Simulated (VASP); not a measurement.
# TiAl (P-6m2) in VASP: further runs

TiAl is run at these levels: PBEsol; tasks: single point.

Everything below comes from runs of VASP 6.6.1. Logs are shortened: lines on timing, memory, paths and dates and some standing lists are left out, and cuts for length are marked.

## 1. The cell of the first run

Symmetry: P-6m2, No. 187, hexagonal system. Conventional cell: a = 2.899 Å, b = 2.899 Å, c = 4.589 Å, α = 90.00°, β = 90.00°, γ = 120.00°. Ti (site symmetry -6m2) has 6 Al at 2.84 Å and 6 Ti at 2.90 Å within 3.7 Å. Within 3.7 Å of Al (site symmetry -6m2) lie 6 Ti at 2.84 Å and 6 Al at 2.90 Å.

## 2. Single point, PBEsol (strained)

Contents of INCAR:

```
SYSTEM = TiAl
PREC = Accurate ; ENCUT = 520
EDIFF = 1E-6 ; ISMEAR = 0
SIGMA = 0.1 ; LREAL = .False.
LASPH = .True. ; NELM = 80
ALGO = Fast ; ISIF = 2
LWAVE = .False. ; LCHARG = .False.
GGA = PS ; NBANDS = 14
```

Contents of KPOINTS:

```
Automatic mesh
0
Gamma
  18 18 10
  0 0 0
```

Contents of POSCAR:

```
TiAl
1.0
    2.8989454804      0.0000000000      0.0000000000
   -1.4494727401      2.5105604302      0.0000000000
    0.0000000000      0.0000000000      4.5894333272
Ti Al
1 1
Direct
    0.0000000000      0.0000000000      0.0000000000
    0.3333333300      0.6666666700      0.5000000000
```

Potentials or basis: VASP PAW PBE potentials, release 64 (Ti_sv, Al).

On the command line:

```
cat potpaw_PBE.64/Ti_sv/POTCAR potpaw_PBE.64/Al/POTCAR > POTCAR
mpirun -np 1 vasp_std > vasp.out
```

OUTCAR:

```text
SYSTEM = TiAl
   PREC = Accurate
   ENCUT = 520
   EDIFF = 1E-6
   ISMEAR = 0
   LREAL = .False.
   LASPH = .True.
   NELM = 80
   ISIF = 2
   GGA = PS

 ion  position               nearest neighbor table
   1  0.000  0.000  0.000-   2 2.84   2 2.84   2 2.84   2 2.84   2 2.84   2 2.84
   2  0.333  0.667  0.500-   1 2.84   1 2.84   1 2.84   1 2.84   1 2.84   1 2.84

  LATTYP: Found a hexagonal cell.
 ALAT       =     2.8989454804
 C/A-ratio  =     1.5831388890

  Lattice vectors:

 A1 = (   2.8989454804,   0.0000000000,   0.0000000000)
 A2 = (  -1.4494727401,   2.5105604302,   0.0000000000)
 A3 = (   0.0000000000,   0.0000000000,   4.5894333272)

Analysis of symmetry for initial positions (statically):
=====================================================================
 Subroutine PRICEL returns:
 Original cell was already a primitive cell.

 Routine SETGRP: Setting up the symmetry group for a
 hexagonal supercell.

 Subroutine GETGRP returns: Found 12 space group operations
 (whereof 12 operations were pure point group operations)
 out of a pool of 24 trial point group operations.

The static configuration has the point symmetry D_3h.

Analysis of symmetry for dynamics (positions and initial velocities):
=====================================================================
 Subroutine PRICEL returns:
 Original cell was already a primitive cell.

 Routine SETGRP: Setting up the symmetry group for a
 hexagonal supercell.

 Subroutine GETGRP returns: Found 12 space group operations
 (whereof 12 operations were pure point group operations)
 out of a pool of 24 trial point group operations.

The dynamic configuration has the point symmetry D_3h.

 Subroutine INISYM returns: Found 12 space group operations
 (whereof 12 operations are pure point group operations),
 and found     1 'primitive' translations

----------------------------------------------------------------------------------------

                                     Primitive cell

  volume of cell :      33.4018

  direct lattice vectors                    reciprocal lattice vectors
     2.898945480  0.000000000  0.000000000     0.344953021  0.199158719  0.000000000
    -1.449472740  2.510560430  0.000000000     0.000000000  0.398317439  0.000000000
     0.000000000  0.000000000  4.589433327     0.000000000  0.000000000  0.217891824

  length of vectors
     2.898945480  2.898945480  4.589433327     0.398317439  0.398317439  0.217891824

  position of ions in fractional coordinates (direct lattice)
     0.000000000  0.000000000  0.000000000
     0.333333330  0.666666670  0.500000000

  ion indices of the primitive-cell ions
   primitive index   ion index
                 1           1
                 2           2

----------------------------------------------------------------------------------------

 KPOINTS: Automatic mesh

Automatic generation of k-mesh.
 Grid dimensions read from file:
 generate k-points for:   18   18   10

 Generating k-lattice:

  Cartesian coordinates                     Fractional coordinates (reciprocal lattice)
     0.019164057  0.011064373  0.000000000     0.055555556  0.000000000  0.000000000
     0.000000000  0.022128747  0.000000000     0.000000000  0.055555556  0.000000000
     0.000000000  0.000000000  0.021789182     0.000000000  0.000000000  0.100000000

  Length of vectors
     0.022128747  0.022128747  0.021789182

  Shift w.r.t. Gamma in fractional coordinates (k-lattice)
     0.000000000  0.000000000  0.000000000

 Subroutine IBZKPT returns following result:
 ===========================================

 Found    222 irreducible k-points:

 Following reciprocal coordinates:
            Coordinates               Weight
  0.000000  0.000000  0.000000      1.000000
  0.055556  0.000000  0.000000      6.000000
  0.111111  0.000000  0.000000      6.000000
  0.166667 -0.000000  0.000000      6.000000
  0.222222  0.000000  0.000000      6.000000
  0.277778  0.000000  0.000000      6.000000
[... 16 lines left out ...]
  0.333333  0.111111  0.000000     12.000000
  0.388889  0.111111  0.000000     12.000000
 [... further k-points ...]
   k-points           NKPTS =    222   k-points in BZ     NKDIM =    222   number of bands    NBANDS=     14
   number of dos      NEDOS =    301   number of ions     NIONS =      2
   total plane-waves  NPLWV =  20736
   dimension x,y,z NGX =    24 NGY =   24 NGZ =   36
   dimension x,y,z NGXF=    48 NGYF=   48 NGZF=   72
   ions per type =               1   1
   NGX,Y,Z   is equivalent  to a cutoff of  13.76, 13.76, 13.04 a.u.
   NGXF,Y,Z  is equivalent  to a cutoff of  27.53, 27.53, 26.08 a.u.
 SYSTEM =  TiAl
   PREC   = accura    normal or accurate (medium, high low for compatibility)
   ISTART =      0    job   : 0-new  1-cont  2-samecut
   ICHARG =      2    charge: 1-file 2-atom 10-const
   ISPIN  =      1    spin polarized calculation?
   LNONCOLLINEAR =      F non collinear calculations
   LSORBIT =      F    spin-orbit coupling
   LASPH  =      T    aspherical Exc in radial PAW
   ENCUT  =  520.0 eV  38.22 Ry    6.18 a.u.   5.39  5.39  8.53*2*pi/ulx,y,z
   NELM   =     80;   NELMIN=  2; NELMDL= -5     # of ELM steps
   EDIFF  = 0.1E-05   stopping-criterion for ELM
   LREAL  =      F    real-space projection
   EDIFFG = 0.1E-04   stopping-criterion for IOM
   NSW    =      0    number of steps for IOM
   IBRION =     -1    ionic relax: 0-MD 1-quasi-New 2-CG
   NFREE  =      0    steps in history (QN), initial steepest desc. (CG)
   ISIF   =      2    stress and relaxation
   ISYM   =      2    0-nonsym 1-usesym 2-fastsym
   POTIM  = 0.5000    time-step for ionic-motion
   TEBEG  =    0.0;   TEEND  =   0.0 temperature during run
   PSTRESS=    0.0 pullay stress
   NELECT =      15.0000    total number of electrons
   NUPDOWN=      -1.0000    fix difference up-down
   EMIN   =  10.00;   EMAX   =-10.00  energy-range for DOS
   EFERMI =   0.00;   METHOD = LEGACY
   ISMEAR =     0;   SIGMA  =   0.10  broadening in eV -4-tet -1-fermi 0-gaus
   EFERMI_NEDOS =   21; number of points for ismear=-14 and -15
   IALGO  =     68    algorithm
   IMIX   =      4    mixing-type and parameters
     AMIX     =   0.40;   BMIX     =  1.00
     AMIX_MAG =   1.60;   BMIX_MAG =  1.00
  volume/ion in A,a.u.               =      16.70       112.70
  Fermi-wavevector in a.u.,A,eV,Ry     =   1.253666  2.369086 21.383997  1.571679
  Thomas-Fermi vector in A             =   2.387508
   LORBIT       =      0    0 simple, 1 ext, 2 COOP (PROOUT), +10 PAW based schemes
   GGA     = PS    functional components
   LHFCALC =     F    Hartree Fock is set to
   AEXX    =    0.0000 exact exchange contribution
   IVDW    =     0    specifies the selected vdW correction
   LEPSILON=     F    determine dielectric tensor
   LRPA    =     F    only Hartree local field effects (RPA)
 non-spin polarized calculation
 RMM-DIIS sequential band-by-band and
 Gauss-broadening in eV      SIGMA  =   0.10
  energy-cutoff  :      520.00
  volume of cell :       33.40
 maximum number of plane-waves:       929
 NGX is ok and might be reduce to    24
   NGX = 11   NGY = 11   NGZ = 17

 number of electron      14.9999999 magnetization

 Free energy of the ion-electron system (eV)
  ---------------------------------------------------
  ext. energy  EPLUGINS =         0.00000000
  ---------------------------------------------------
  free energy    TOTEN  =       -12.92637965 eV

  energy without entropy =      -12.91283412  energy(sigma->0) =      -12.91960688

 E-fermi :   7.7133     XC(G=0): -11.0217

 val. band max:        7.7113329392   @ k =   0.3333   0.2778   0.3000
 cond. band min:       7.7141185884   @ k =   0.3333  -0.0000   0.4000
 fundamental gap:      0.0027856492
 Fermi energy:         7.7133249939

 k-point     1 :       0.0000    0.0000    0.0000
  band No.  band energies     occupation
      1     -48.5905      2.00000
      2     -25.0134      2.00000
      3     -24.6191      2.00000
      4     -24.6191      2.00000
      5      -1.1198      2.00000
      6       5.5416      2.00000
      7       6.1455      2.00000
      8       8.9690      0.00000
      9       8.9690      0.00000
     10      10.3780      0.00000
     11      10.3780      0.00000
     12      11.9510      0.00000
     13      20.2641      0.00000
     14      20.2641      0.00000

 k-point     2 :       0.0556    0.0000    0.0000
  band No.  band energies     occupation
      1     -48.5879      2.00000
      2     -25.0108      2.00000
      3     -24.6355      2.00000
      4     -24.6229      2.00000
      5      -1.0445      2.00000
      6       5.6214      2.00000
      7       6.1479      2.00000
      8       8.8956      0.00000
      9       9.0294      0.00000
     10      10.3570      0.00000
     11      10.4051      0.00000
     12      11.9657      0.00000
     13      19.0169      0.00000
     14      19.5196      0.00000

 k-point     3 :       0.1111    0.0000    0.0000
  band No.  band energies     occupation
      1     -48.5806      2.00000
      2     -25.0034      2.00000
      3     -24.6824      2.00000
      4     -24.6335      2.00000
      5      -0.8196      2.00000
      6       5.8506      2.00000
      7       6.1549      2.00000
      8       8.6935      0.00000
      9       9.2072      0.00000
     10      10.2969      0.00000
     11      10.4873      0.00000
     12      12.0059      0.00000
     13      17.2366      0.00000
     14      18.6127      0.00000
[... 324 lines left out ...]
 k-point    23 :       0.3333    0.1111    0.0000
  band No.  band energies     occupation
      1     -48.5124      2.00000
      2     -25.0738      2.00000
      3     -24.9347      2.00000
      4     -24.7625      2.00000
      5       2.5498      2.00000
      6       6.3214      2.00000
      7       6.4868      2.00000
      8       7.2275      2.00000
      9       9.3571      0.00000
     10      10.5638      0.00000
     11      11.7726      0.00000
     12      12.1405      0.00000
     13      13.1309      0.00000
     14      13.9839      0.00000

 k-point    24 :       0.3889    0.1111    0.0000
  band No.  band energies     occupation
      1     -48.5054      2.00000
      2     -25.1122      2.00000
      3     -24.9276      2.00000
      4     -24.7760      2.00000
      5       3.4912      2.00000
      6       5.6989      2.00000
      7       6.3549      2.00000
      8       6.9793      2.00000
      9       9.2426      0.00000
     10      10.7960      0.00000
     11      11.7733      0.00000
     12      12.4702      0.00000
     13      13.2075      0.00000
     14      14.1651      0.00000

 [... further k-points ...]

------------------------ aborting loop because EDIFF is reached ----------------------------------------

  FORCE on cell =-STRESS in cart. coord.  units (eV):
  Direction    XX          YY          ZZ          XY          YZ          ZX
  --------------------------------------------------------------------------------------
  -------------------------------------------------------------------------------------
  Total       -0.7619696     -0.7619696     -0.1901273     -0.0000000      0.0000000      0.0000000
  in kB      -36.5492454    -36.5492454     -9.1197997     -0.0000000      0.0000000      0.0000000
  external PRESSURE =     -27.4060968 kB  Pullay stress =       0.0000000 kB

 VOLUME and BASIS-vectors are now :
 -----------------------------------------------------------------------------
  energy-cutoff  :      520.00
  volume of cell :       33.40
      direct lattice vectors                 reciprocal lattice vectors
     2.898945480  0.000000000  0.000000000     0.344953021  0.199158719  0.000000000
    -1.449472740  2.510560430  0.000000000     0.000000000  0.398317439  0.000000000
     0.000000000  0.000000000  4.589433327     0.000000000  0.000000000  0.217891824

 POSITION                                       TOTAL-FORCE (eV/Angst)
 -----------------------------------------------------------------------------------
      0.00000      0.00000      0.00000        -0.000000     -0.000000      0.000000
     -0.00000      1.67371      2.29472         0.000000      0.000000      0.000000
 -----------------------------------------------------------------------------------
    total drift:                               -0.000000      0.000000      0.000000

  FREE ENERGIE OF THE ION-ELECTRON SYSTEM (eV)
  ---------------------------------------------------
  free  energy   TOTEN  =       -12.9263796468 eV

  energy  without entropy=      -12.9128341184  energy(sigma->0) =      -12.91960688
```

It took 78 s on 1 thread of Intel Xeon 6975P-C (Granite Rapids), shared host; peak memory 0.23 GiB.

What came out:

```
Free energy            : -12.9264 eV
Pressure               : -2.7 GPa
Band gap on the k mesh : zero (an odd number of electrons rules out a gap without spin polarisation)
```

Stress tensor (GPa, compression positive):
```
-3.65  0.00  0.00
 0.00 -3.65  0.00
 0.00  0.00 -0.91
```

Caveat: the cell differs from its parent crystal (strained); the PAW data sets were made with another functional, which shifts forces and pressure a little.

## 3. Single point, PBEsol (strained)

Contents of INCAR:

```
SYSTEM = TiAl
PREC = Accurate
ENCUT = 520
EDIFF = 1E-6
ISMEAR = 0
SIGMA = 0.1
LREAL = .False.
LASPH = .True.
NELM = 60
ALGO = Normal
ISIF = 2
LWAVE = .False.
LCHARG = .False.
GGA = PS
NBANDS = 14
```

KPOINTS is that of step 2.

Contents of POSCAR:

```
TiAl
1.0
    2.9448503487      0.0000000000      0.0000000000
   -1.4724251743      2.5503152123      0.0000000000
    0.0000000000      0.0000000000      4.9450144160
Ti Al
1 1
Direct
    0.0000000000      0.0000000000      0.0000000000
    0.3333333300      0.6666666700      0.5000000000
```

Potentials or basis: VASP PAW PBE potentials, release 64 (Ti_sv, Al).

On the command line:

```
cat potpaw_PBE.64/Ti_sv/POTCAR potpaw_PBE.64/Al/POTCAR > POTCAR
mpirun -np 1 vasp_std > vasp.out
```

Run time: 37 s. Hardware: 1 thread of Intel Xeon 6975P-C (Granite Rapids), shared host; peak memory 0.25 GiB.

Results (log left out):

* Free energy: -12.7307 eV
* Pressure: -11.8 GPa
* Band gap on the k mesh: zero (an odd number of electrons rules out a gap without spin polarisation)

Stress tensor (GPa, compression positive):
```
-10.02   0.00   0.00
  0.00 -10.02   0.00
  0.00   0.00 -15.33
```

Levels at points of the mesh, in eV from the Fermi level:
```
           k point  band 3  band 4  band 5  band 6  band 7  band 8  band 9  band 10  band 11  band 12
(0.00, 0.00, 0.00)  -32.58  -32.58   -8.46   -2.32   -1.94    1.16    1.16     2.48     2.48     3.08
(0.50, 0.00, 0.00)  -32.87  -32.69   -3.40   -2.71   -1.32   -0.89    1.91     3.45     3.53     3.76
(0.00, 0.00, 0.50)  -32.58  -32.58   -7.73   -5.06   -0.50    1.17    1.17     2.43     2.43     5.92
(0.50, 0.00, 0.50)  -32.87  -32.69   -3.33   -2.31   -1.65    0.43    0.85     1.77     2.33     3.53
```

Caveat: the cell differs from its parent crystal (strained); the stress differs along the axes, from -15 to -10 GPa; the PAW data sets were made with another functional, which shifts forces and pressure a little.
